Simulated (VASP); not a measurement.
# Ru in VASP: a series of runs

Ru is run at these levels: PBEsol; tasks: single point.

Everything below comes from runs of VASP 6.6.1. Logs are shortened: lines on timing, memory, paths and dates and some standing lists are left out, and cuts for length are marked.

### Step 1. The cell of the first run

The cell holds a slab with vacuum, 6 atoms: a = 2.708 Å, b = 2.708 Å, c = 27.575 Å, α = 90.00°, β = 90.00°, γ = 90.00°.

### Step 2. Single point, PBEsol

INCAR

```
SYSTEM = Ru
ALGO = Normal ; DIPOL = 0.5 0.5 0.497
EDIFF = 1E-6 ; ENCUT = 520
GGA = PS ; IDIPOL = 3
ISIF = 2 ; ISMEAR = 0
LASPH = .TRUE. ; LCHARG = .FALSE.
LDIPOL = .TRUE. ; LREAL = .FALSE.
LWAVE = .FALSE. ; NBANDS = 51
NELM = 60 ; PREC = Accurate
SIGMA = 0.1
```

KPOINTS

```
k-points
0
G
  9 9 1
  0 0 0
```

POSCAR

```
Ru
1.0
    2.7082189700      0.0000000000      0.0000000000
    0.0000000000      2.7082189700      0.0000000000
    0.0000000000      0.0000000000     27.5750001615
Ru
6
Direct
    0.5000000000      0.5000000000      0.3263825910
    0.0000000000      0.0000000000      0.3958295606
    0.5000000000      0.5000000000      0.4652765202
    0.0000000000      0.0000000000      0.5299032810
    0.5000000000      0.5000000000      0.6011152928
    0.0000000000      0.0000000000      0.6626037181
```

Potentials or basis: VASP PAW PBE potentials, release 64 (Ru_pv).

Run with:

```
$ cat potpaw_PBE.64/Ru_pv/POTCAR > POTCAR
$ mpirun -np 1 vasp_std > vasp.out
```

OUTCAR:

```text
SYSTEM = Ru
   EDIFF = 1E-6
   ENCUT = 520
   GGA = PS
   ISIF = 2
   ISMEAR = 0
   LASPH = .TRUE.
   LREAL = .FALSE.
   NELM = 60
   PREC = Accurate

 ion  position               nearest neighbor table
   1  0.500  0.500  0.326-   2 2.71   2 2.71   2 2.71   2 2.71
   2  0.000  0.000  0.396-   3 2.71   3 2.71   3 2.71   3 2.71   1 2.71   1 2.71   1 2.71   1 2.71

   3  0.500  0.500  0.465-   4 2.62   4 2.62   4 2.62   4 2.62   2 2.71   2 2.71   2 2.71   2 2.71

   4  0.000  0.000  0.530-   3 2.62   3 2.62   3 2.62   3 2.62   5 2.74   5 2.74   5 2.74   5 2.74

   5  0.500  0.500  0.601-   6 2.56   6 2.56   6 2.56   6 2.56   4 2.74   4 2.74   4 2.74   4 2.74

   6  0.000  0.000  0.663-   5 2.56   5 2.56   5 2.56   5 2.56

  LATTYP: Found a simple tetragonal cell.
 ALAT       =     2.7082189700
 C/A-ratio  =    10.1819684697

  Lattice vectors:

 A1 = (   2.7082189700,   0.0000000000,   0.0000000000)
 A2 = (   0.0000000000,   2.7082189700,   0.0000000000)
 A3 = (   0.0000000000,   0.0000000000,  27.5750001615)

Analysis of symmetry for initial positions (statically):
=====================================================================
 Subroutine PRICEL returns:
 Original cell was already a primitive cell.

 Routine SETGRP: Setting up the symmetry group for a
 simple tetragonal supercell.

 Subroutine GETGRP returns: Found  8 space group operations
 (whereof  8 operations were pure point group operations)
 out of a pool of 16 trial point group operations.

The static configuration has the point symmetry C_4v.

Analysis of symmetry for dynamics (positions and initial velocities):
=====================================================================
 Subroutine PRICEL returns:
 Original cell was already a primitive cell.

 Routine SETGRP: Setting up the symmetry group for a
 simple tetragonal supercell.

 Subroutine GETGRP returns: Found  8 space group operations
 (whereof  8 operations were pure point group operations)
 out of a pool of 16 trial point group operations.

The dynamic configuration has the point symmetry C_4v.

 Subroutine INISYM returns: Found  8 space group operations
 (whereof  8 operations are pure point group operations),
 and found     1 'primitive' translations

----------------------------------------------------------------------------------------

                                     Primitive cell

  volume of cell :     202.2475

  direct lattice vectors                    reciprocal lattice vectors
     2.708218970  0.000000000  0.000000000     0.369246361  0.000000000  0.000000000
     0.000000000  2.708218970  0.000000000     0.000000000  0.369246361  0.000000000
     0.000000000  0.000000000 27.575000162     0.000000000  0.000000000  0.036264732

  length of vectors
     2.708218970  2.708218970 27.575000162     0.369246361  0.369246361  0.036264732

  position of ions in fractional coordinates (direct lattice)
     0.500000000  0.500000000  0.326382591
     0.000000000  0.000000000  0.395829561
     0.500000000  0.500000000  0.465276520
     0.000000000  0.000000000  0.529903281
     0.500000000  0.500000000  0.601115293
     0.000000000  0.000000000  0.662603718

  ion indices of the primitive-cell ions
   primitive index   ion index
                 1           1
                 2           2
                 3           3
                 4           4
                 5           5
                 6           6

----------------------------------------------------------------------------------------

 KPOINTS: k-points

Automatic generation of k-mesh.
 Grid dimensions read from file:
 generate k-points for:    9    9    1

 Generating k-lattice:

  Cartesian coordinates                     Fractional coordinates (reciprocal lattice)
     0.041027373  0.000000000  0.000000000     0.111111111  0.000000000  0.000000000
     0.000000000  0.041027373  0.000000000     0.000000000  0.111111111  0.000000000
     0.000000000  0.000000000  0.036264732     0.000000000  0.000000000  1.000000000

  Length of vectors
     0.041027373  0.041027373  0.036264732

  Shift w.r.t. Gamma in fractional coordinates (k-lattice)
     0.000000000  0.000000000  0.000000000

 Subroutine IBZKPT returns following result:
 ===========================================

 Found     15 irreducible k-points:

 Following reciprocal coordinates:
            Coordinates               Weight
  0.000000  0.000000  0.000000      1.000000
  0.111111  0.000000  0.000000      4.000000
  0.222222  0.000000  0.000000      4.000000
  0.333333  0.000000  0.000000      4.000000
  0.444444  0.000000  0.000000      4.000000
  0.111111  0.111111  0.000000      4.000000
  0.222222  0.111111  0.000000      8.000000
  0.333333  0.111111  0.000000      8.000000
  0.444444  0.111111  0.000000      8.000000
  0.222222  0.222222  0.000000      4.000000
  0.333333  0.222222  0.000000      8.000000
  0.444444  0.222222  0.000000      8.000000
  0.333333  0.333333  0.000000      4.000000
  0.444444  0.333333  0.000000      8.000000
  0.444444  0.444444  0.000000      4.000000
   k-points           NKPTS =     15   k-points in BZ     NKDIM =     15   number of bands    NBANDS=     51
   number of dos      NEDOS =    301   number of ions     NIONS =      6
   total plane-waves  NPLWV =  84000
   dimension x,y,z NGX =    20 NGY =   20 NGZ =  210
   dimension x,y,z NGXF=    40 NGYF=   40 NGZF=  420
   ions per type =               6
   NGX,Y,Z   is equivalent  to a cutoff of  12.28, 12.28, 12.66 a.u.
   NGXF,Y,Z  is equivalent  to a cutoff of  24.55, 24.55, 25.32 a.u.
 SYSTEM =  Ru
   PREC   = accura    normal or accurate (medium, high low for compatibility)
   ISTART =      0    job   : 0-new  1-cont  2-samecut
   ICHARG =      2    charge: 1-file 2-atom 10-const
   ISPIN  =      1    spin polarized calculation?
   LNONCOLLINEAR =      F non collinear calculations
   LSORBIT =      F    spin-orbit coupling
   LASPH  =      T    aspherical Exc in radial PAW
   ENCUT  =  520.0 eV  38.22 Ry    6.18 a.u.   5.04  5.04 51.27*2*pi/ulx,y,z
   NELM   =     60;   NELMIN=  2; NELMDL= -5     # of ELM steps
   EDIFF  = 0.1E-05   stopping-criterion for ELM
   LREAL  =      F    real-space projection
   EDIFFG = 0.1E-04   stopping-criterion for IOM
   NSW    =      0    number of steps for IOM
   IBRION =     -1    ionic relax: 0-MD 1-quasi-New 2-CG
   NFREE  =      0    steps in history (QN), initial steepest desc. (CG)
   ISIF   =      2    stress and relaxation
   ISYM   =      2    0-nonsym 1-usesym 2-fastsym
   POTIM  = 0.5000    time-step for ionic-motion
   TEBEG  =    0.0;   TEEND  =   0.0 temperature during run
   PSTRESS=    0.0 pullay stress
   NELECT =      84.0000    total number of electrons
   NUPDOWN=      -1.0000    fix difference up-down
   EMIN   =  10.00;   EMAX   =-10.00  energy-range for DOS
   EFERMI =   0.00;   METHOD = LEGACY
   ISMEAR =     0;   SIGMA  =   0.10  broadening in eV -4-tet -1-fermi 0-gaus
   EFERMI_NEDOS =   21; number of points for ismear=-14 and -15
   IALGO  =     38    algorithm
   IMIX   =      4    mixing-type and parameters
     AMIX     =   0.40;   BMIX     =  1.00
     AMIX_MAG =   1.60;   BMIX_MAG =  1.00
  volume/ion in A,a.u.               =      33.71       227.47
  Fermi-wavevector in a.u.,A,eV,Ry     =   1.221444  2.308195 20.298879  1.491925
  Thomas-Fermi vector in A             =   2.356626
   LORBIT       =      0    0 simple, 1 ext, 2 COOP (PROOUT), +10 PAW based schemes
   GGA     = PS    functional components
   LHFCALC =     F    Hartree Fock is set to
   AEXX    =    0.0000 exact exchange contribution
   IVDW    =     0    specifies the selected vdW correction
   LEPSILON=     F    determine dielectric tensor
   LRPA    =     F    only Hartree local field effects (RPA)
 non-spin polarized calculation
 Gauss-broadening in eV      SIGMA  =   0.10
  energy-cutoff  :      520.00
  volume of cell :      202.25
 maximum number of plane-waves:      5485
   NGX = 11   NGY = 11   NGZ =103

 dipolmoment           0.000000      0.000000     -0.006317 electrons x Angstroem

 number of electron      84.0000048 magnetization

 dipolmoment           0.000000      0.000000      0.003526 electrons x Angstroem

 Free energy of the ion-electron system (eV)
  ---------------------------------------------------
  ext. energy  EPLUGINS =         0.00000000
  ---------------------------------------------------
  free energy    TOTEN  =       -56.97020958 eV

  energy without entropy =      -56.93219638  energy(sigma->0) =      -56.95120298

 E-fermi :   2.1992     XC(G=0):  -6.5583

 val. band max:        2.1887797850   @ k =   0.4444   0.0000   0.0000
 cond. band min:       2.2038096002   @ k =   0.4444   0.0000   0.0000
 fundamental gap:      0.0150298152
 Fermi energy:         2.1991601990

 k-point     1 :       0.0000    0.0000    0.0000
  band No.  band energies     occupation
      1     -41.1850      2.00000
      2     -41.0283      2.00000
      3     -40.7446      2.00000
      4     -40.7046      2.00000
      5     -40.7046      2.00000
      6     -40.6103      2.00000
[... 43 lines left out ...]
     50       3.6169      0.00000
     51       3.8116      0.00000

 k-point     2 :       0.1111    0.0000    0.0000
  band No.  band energies     occupation
      1     -41.1633      2.00000
      2     -41.0357      2.00000
      3     -40.8205      2.00000
      4     -40.7550      2.00000
      5     -40.6907      2.00000
      6     -40.6266      2.00000
[... 43 lines left out ...]
     50       3.4782      0.00000
     51       3.8073      0.00000

 k-point     3 :       0.2222    0.0000    0.0000
  band No.  band energies     occupation
      1     -41.1229      2.00000
      2     -41.0826      2.00000
      3     -40.9755      2.00000
      4     -40.8919      2.00000
      5     -40.7019      2.00000
      6     -40.6740      2.00000
[... 637 lines left out ...]
     50       6.6561      0.00000
     51       8.1005      0.00000

 k-point    15 :       0.4444    0.4444    0.0000
  band No.  band energies     occupation
      1     -41.2358      2.00000
      2     -41.2325      2.00000
      3     -41.1281      2.00000
      4     -41.1210      2.00000
      5     -40.9274      2.00000
      6     -40.8975      2.00000
[... 43 lines left out ...]
     50       7.2952      0.00000
     51       7.7538      0.00000

------------------------ aborting loop because EDIFF is reached ----------------------------------------

 vacuum level on the upper side and lower side of the slab       (xc-potential included)        -0.075        -0.157

  FORCE on cell =-STRESS in cart. coord.  units (eV):
  Direction    XX          YY          ZZ          XY          YZ          ZX
  --------------------------------------------------------------------------------------
  -------------------------------------------------------------------------------------
  Total       -8.1473911     -8.1473911     -3.4806845      0.0000000      0.0000000      0.0000000
  in kB      -64.5425429    -64.5425429    -27.5735168      0.0000000      0.0000000      0.0000000
  external PRESSURE =     -52.2195342 kB  Pullay stress =       0.0000000 kB

 VOLUME and BASIS-vectors are now :
 -----------------------------------------------------------------------------
  energy-cutoff  :      520.00
  volume of cell :      202.25
      direct lattice vectors                 reciprocal lattice vectors
     2.708218970  0.000000000  0.000000000     0.369246361  0.000000000  0.000000000
     0.000000000  2.708218970  0.000000000     0.000000000  0.369246361  0.000000000
     0.000000000  0.000000000 27.575000162     0.000000000  0.000000000  0.036264732

 POSITION                                       TOTAL-FORCE (eV/Angst)
 -----------------------------------------------------------------------------------
      1.35411      1.35411      9.00000        -0.000000      0.000000      1.600965
      0.00000      0.00000     10.91500         0.000000      0.000000     -1.395741
      1.35411      1.35411     12.83000        -0.000000     -0.000000     -0.214292
      0.00000      0.00000     14.61208         0.000000      0.000000      0.005142
      1.35411      1.35411     16.57575         0.000000      0.000000     -0.018195
      0.00000      0.00000     18.27130         0.000000      0.000000      0.022121
 -----------------------------------------------------------------------------------
    total drift:                               -0.000000      0.000000      0.000280

  FREE ENERGIE OF THE ION-ELECTRON SYSTEM (eV)
  ---------------------------------------------------
  free  energy   TOTEN  =       -56.9702095769 eV

  energy  without entropy=      -56.9321963841  energy(sigma->0) =      -56.95120298

 vacuum level on the upper side and lower side of the slab         7.124         7.016
```

It took 3.9 min on 1 thread of Intel Xeon Platinum 8488C (Sapphire Rapids), shared host; peak memory 0.31 GiB.

Results:

```yaml
Free_energy: -56.9702 eV
Largest_force: 1.601 eV/Å
Band_gap_on_the_k_mesh: zero (band 42 reaches 3.51 eV, above the bottom of band 43 at 1.57 eV)
```

Forces on the atoms (eV/Å):
```
Ru   0.000  0.000  1.601
Ru   0.000  0.000 -1.396
Ru   0.000  0.000 -0.214
Ru   0.000  0.000  0.005
Ru   0.000  0.000 -0.018
Ru   0.000  0.000  0.022
```

Levels at points of the mesh, in eV from the Fermi level:
```
           k point  band 39  band 40  band 41  band 42  band 43  band 44  band 45  band 46  band 47  band 48
(0.00, 0.00, 0.00)    -0.77    -0.39    -0.24    -0.10     0.14     0.14     0.39     0.42     1.10     1.12
```

Caveat: the PAW data sets were made with another functional, which shifts forces and pressure a little.

### Step 3. Single point, PBEsol

INCAR

```
SYSTEM = Ru
ALGO = Normal
DIPOL = 0.5 0.5 0.497
EDIFF = 1E-6
ENCUT = 520
GGA = PS
IDIPOL = 3
ISIF = 2
ISMEAR = 0
LASPH = .TRUE.
LCHARG = .FALSE.
LDIPOL = .TRUE.
LREAL = .FALSE.
LWAVE = .FALSE.
NBANDS = 51
NELM = 80
PREC = Accurate
SIGMA = 0.1
```

KPOINTS

```
k-points
0
G
  18 18 1
  0 0 0
```

POSCAR is that of step 2.

Potentials or basis: VASP PAW PBE potentials, release 64 (Ru_pv).

Run with:

```
$ cat potpaw_PBE.64/Ru_pv/POTCAR > POTCAR
$ mpirun -np 1 vasp_std > vasp.out
```

Wall time 16 min (1 thread of Intel Xeon Platinum 8488C (Sapphire Rapids), shared host); peak memory 0.52 GiB.

The run converged. Its results:

* Free energy: -56.9725 eV
* Largest force: 1.515 eV/Å
* Band gap on the k mesh: zero (band 42 reaches 3.54 eV, above the bottom of band 43 at 1.54 eV)

Forces in eV/Å, atoms in the order of the input:
```
Ru   0.000  0.000  1.515
Ru   0.000  0.000 -1.319
Ru   0.000  0.000 -0.151
Ru   0.000  0.000 -0.091
Ru   0.000  0.000 -0.016
Ru   0.000  0.000  0.063
```

Levels at points of the mesh, in eV from the Fermi level:
```csv
k point,band 39,band 40,band 41,band 42,band 43,band 44,band 45,band 46
"(0.00, 0.00, 0.00)",-0.75,-0.36,-0.21,-0.07,0.16,0.16,0.42,0.44
"(0.50, 0.00, 0.00)",-1.21,-1.12,0.18,0.31,0.36,0.44,1.03,1.03
"(0.50, 0.50, 0.00)",1.31,1.31,1.37,1.38,1.90,2.03,2.07,2.11
```

Caveat: the PAW data sets were made with another functional, which shifts forces and pressure a little.
